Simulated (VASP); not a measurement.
# BaS (zincblende type) (F-43m) in VASP: further runs, part 2 of 2

VASP 6.6.1. Earlier steps stand in the parts before.

## Step 3: Single point, PBE (volume scaled by 0.98)

INCAR

```
SYSTEM = BaS
ALGO = Normal ; EDIFF = 1E-6
ENCUT = 520 ; GGA = PE
ISIF = 2 ; ISMEAR = -1
LASPH = .TRUE. ; LCHARG = .FALSE.
LREAL = .FALSE. ; LWAVE = .FALSE.
NBANDS = 15 ; NELM = 80
PREC = Accurate ; SIGMA = 0.08
```

KPOINTS

```
k-points
0
G
  9 9 9
  0 0 0
```

POSCAR

```
BaS
1.0
    0.0000000000      3.4925374802      3.4925374802
    3.4925374802      0.0000000000      3.4925374802
    3.4925374802      3.4925374802      0.0000000000
Ba S
1 1
Direct
    0.0000000000      0.0000000000      0.0000000000
    0.2500000000      0.2500000000      0.2500000000
```

Potentials or basis: VASP PAW PBE potentials, release 64 (Ba_sv, S).

Launch:

```console
$ cat potpaw_PBE.64/Ba_sv/POTCAR potpaw_PBE.64/S/POTCAR > POTCAR
$ mpirun -np 1 vasp_std > vasp.out
```

Wall time 57 s (1 thread of Intel Xeon Platinum 8375C at 2.90GHz (Ice Lake), shared host); peak memory 0.26 GiB.

It converged, with:

```
Free energy            : -9.7246 eV
Pressure               : 1.1 GPa
Band gap on the k mesh : 2.83 eV, indirect (least direct gap 3.45 eV)
```

Levels at points of the mesh, in eV from the valence-band top:
| k point | band 6 | band 7 | band 8 | band 9 | band 10 | band 11 |
| --- | --- | --- | --- | --- | --- | --- |
| (0.00, 0.00, 0.00) | -0.69 | -0.69 | -0.69 | 2.83 | 5.10 | 5.10 |

Caveat: the cell differs from its parent crystal (volume scaled by 0.98); spin-orbit coupling is left out, which moves the levels of the heavy elements. A k mesh can miss the band edges.

## Step 4: Single point, PBE

This run uses another cell than the first one, of 43.47 Å³/atom, 1.063 times its volume.

INCAR

```
PREC = Accurate
ENCUT = 520
EDIFF = 1E-6
ISMEAR = 1
SIGMA = 0.005
LREAL = F
LASPH = T
NELM = 60
ALGO = Normal
ISIF = 2
LWAVE = F
LCHARG = F
GGA = PE
NBANDS = 15
```

KPOINTS

```
regular mesh
0
Gamma
  9 9 9
```

POSCAR

```
BaS
1.0
    0.0000000000      3.5161364223      3.5161364223
    3.5161364223      0.0000000000      3.5161364223
    3.5161364223      3.5161364223      0.0000000000
Ba S
1 1
Direct
    0.0000000000      0.0000000000      0.0000000000
    0.2500000000      0.2500000000      0.2500000000
```

Launch:

```console
$ cat potpaw_PBE.64/Ba_sv/POTCAR potpaw_PBE.64/S/POTCAR > POTCAR
$ mpirun -np 1 vasp_std > vasp.out
```

Wall time 48 s (1 thread of Intel Xeon Platinum 8375C at 2.90GHz (Ice Lake), shared host); peak memory 0.25 GiB.

Results (log left out):

```
Free energy            : -9.7331 eV
Pressure               : 0.5 GPa
Band gap on the k mesh : 2.79 eV, indirect (least direct gap 3.45 eV)
```

Levels at points of the mesh, in eV from the valence-band top:
```tsv
k point	band 6	band 7	band 8	band 9	band 10	band 11
(0.00, 0.00, 0.00)	-0.65	-0.65	-0.65	2.79	5.08	5.08
```

Caveat: spin-orbit coupling is left out, which moves the levels of the heavy elements. Expect the measured gap to be larger: semilocal functionals such as PBE lack the derivative discontinuity.

## Step 5: Single point, PBE (volume scaled by 1.02)

INCAR

```
SYSTEM = BaS
PREC     = Accurate       ! precision mode
ENCUT    = 520            ! plane-wave cutoff, eV
EDIFF    = 1E-6           ! SCF threshold, eV
ISMEAR   = -1             ! smearing method
SIGMA    = 0.08           ! smearing width, eV
LREAL    = .FALSE.        ! projectors in reciprocal space
LASPH    = .TRUE.         ! aspherical terms in the spheres
NELM     = 80             ! most SCF steps
ALGO     = Normal         ! electronic algorithm
ISIF     = 2              ! what is computed and relaxed
LWAVE    = .FALSE.        ! write WAVECAR
LCHARG   = .FALSE.        ! write CHGCAR
GGA      = PE             ! functional
NBANDS   = 15             ! bands
```

KPOINTS

```
regular mesh
0
G
  9 9 9
  0 0 0
```

POSCAR

```
BaS
1.0
    0.0000000000      3.5394227726      3.5394227726
    3.5394227726      0.0000000000      3.5394227726
    3.5394227726      3.5394227726      0.0000000000
Ba S
1 1
Direct
    0.0000000000      0.0000000000      0.0000000000
    0.2500000000      0.2500000000      0.2500000000
```

Potentials or basis: VASP PAW PBE potentials, release 64 (Ba_sv, S).

Launch:

```console
$ cat potpaw_PBE.64/Ba_sv/POTCAR potpaw_PBE.64/S/POTCAR > POTCAR
$ mpirun -np 1 vasp_std > vasp.out
```

OUTCAR:

```text
SYSTEM = BaS
   PREC = Accurate
   ENCUT = 520
   EDIFF = 1E-6
   ISMEAR = -1
   LREAL = .FALSE.
   LASPH = .TRUE.
   NELM = 80
   ISIF = 2
   GGA = PE

 ion  position               nearest neighbor table
   1  0.000  0.000  0.000-   2 3.07   2 3.07   2 3.07   2 3.07
   2  0.250  0.250  0.250-   1 3.07   1 3.07   1 3.07   1 3.07

  LATTYP: Found a face centered cubic cell.
 ALAT       =     7.0788455452

  Lattice vectors:

 A1 = (   0.0000000000,   3.5394227726,   3.5394227726)
 A2 = (   3.5394227726,   0.0000000000,   3.5394227726)
 A3 = (   3.5394227726,   3.5394227726,   0.0000000000)

Analysis of symmetry for initial positions (statically):
=====================================================================
 Subroutine PRICEL returns:
 Original cell was already a primitive cell.

 Routine SETGRP: Setting up the symmetry group for a
 face centered cubic supercell.

 Subroutine GETGRP returns: Found 24 space group operations
 (whereof 24 operations were pure point group operations)
 out of a pool of 48 trial point group operations.

The static configuration has the point symmetry T_d .

Analysis of symmetry for dynamics (positions and initial velocities):
[... 165 lines left out ...]

 k-point     1 :       0.0000    0.0000    0.0000
  band No.  band energies     occupation
      1     -26.3870      2.00000
      2     -11.5630      2.00000
      3     -11.5630      2.00000
      4     -11.5630      2.00000
      5     -10.1263      2.00000
      6      -0.8897      2.00000
      7      -0.8897      2.00000
      8      -0.8897      2.00000
      9       2.4936      0.00000
     10       4.7789      0.00000
     11       4.7789      0.00000
     12       6.6612      0.00000
     13       6.6612      0.00000
     14       6.6612      0.00000
[... 401 lines left out ...]
      2     -12.2004      2.00000
      3     -11.6503      2.00000
      4     -11.6503      2.00000
      5      -9.3806      2.00000
      6      -1.2846      2.00000
      7      -0.2728      2.00000
      8      -0.2728      2.00000
      9       3.1935      0.00000
     10       4.3803      0.00000
     11       5.9710      0.00000
     12       6.0421      0.00000
     13       6.0421      0.00000
     14       7.4386      0.00000
     15       9.0064      0.00000

 [... further k-points ...]
[... 5 lines left out ...]
  --------------------------------------------------------------------------------------
  -------------------------------------------------------------------------------------
  Total       -0.0572823     -0.0572823     -0.0572823     -0.0000000     -0.0000000     -0.0000000
  in kB       -1.0349126     -1.0349126     -1.0349126     -0.0000000     -0.0000000     -0.0000000
  external PRESSURE =      -1.0349126 kB  Pullay stress =       0.0000000 kB

 VOLUME and BASIS-vectors are now :
 -----------------------------------------------------------------------------
  energy-cutoff  :      520.00
  volume of cell :       88.68
      direct lattice vectors                 reciprocal lattice vectors
     0.000000000  3.539422773  3.539422773    -0.141265972  0.141265972  0.141265972
     3.539422773  0.000000000  3.539422773     0.141265972 -0.141265972  0.141265972
     3.539422773  3.539422773  0.000000000     0.141265972  0.141265972 -0.141265972

 POSITION                                       TOTAL-FORCE (eV/Angst)
 -----------------------------------------------------------------------------------
      0.00000      0.00000      0.00000         0.000000     -0.000000     -0.000000
      1.76971      1.76971      1.76971        -0.000000      0.000000      0.000000
 -----------------------------------------------------------------------------------
    total drift:                                0.000000      0.000000     -0.000000

  FREE ENERGIE OF THE ION-ELECTRON SYSTEM (eV)
  ---------------------------------------------------
  free  energy   TOTEN  =        -9.7352338862 eV

  energy  without entropy=       -9.7352338819  energy(sigma->0) =       -9.73523388
```

Run time: 49 s. Hardware: 1 thread of Intel Xeon Platinum 8375C at 2.90GHz (Ice Lake), shared host; peak memory 0.25 GiB.

Results:

```yaml
Free_energy: -9.7352 eV
Pressure: -0.1 GPa
Band_gap_on_the_k_mesh: 2.76 eV, indirect (least direct gap 3.38 eV)
```

Caveat: the cell differs from its parent crystal (volume scaled by 1.02); spin-orbit coupling is left out, which moves the levels of the heavy elements.

## Step 6: The runs side by side

| cell | smearing | gap on the mesh (eV) | pressure (GPa) |
| --- | --- | --- | --- |
| a = 4.872 Å, angles 60.0°, 2 atoms | fermi-dirac 0.08 eV | 2.89 | 2.5 |
| a = 4.939 Å, angles 60.0°, 2 atoms | fermi-dirac 0.08 eV | 2.83 | 1.1 |
| a = 4.973 Å, angles 60.0°, 2 atoms | methfessel-paxton 0.005 eV | 2.79 | 0.5 |
| a = 5.005 Å, angles 60.0°, 2 atoms | fermi-dirac 0.08 eV | 2.76 | -0.1 |

Alike in all rows: task single point; level PBE; potentials or basis VASP PAW PBE potentials, release 64 (Ba_sv, S); no spin polarisation; k mesh 9 × 9 × 9; cutoff (eV) 520.

Caveats: spin-orbit coupling is left out, which moves the levels of the heavy elements.

Absolute energies hang on the potentials; compare differences alone.
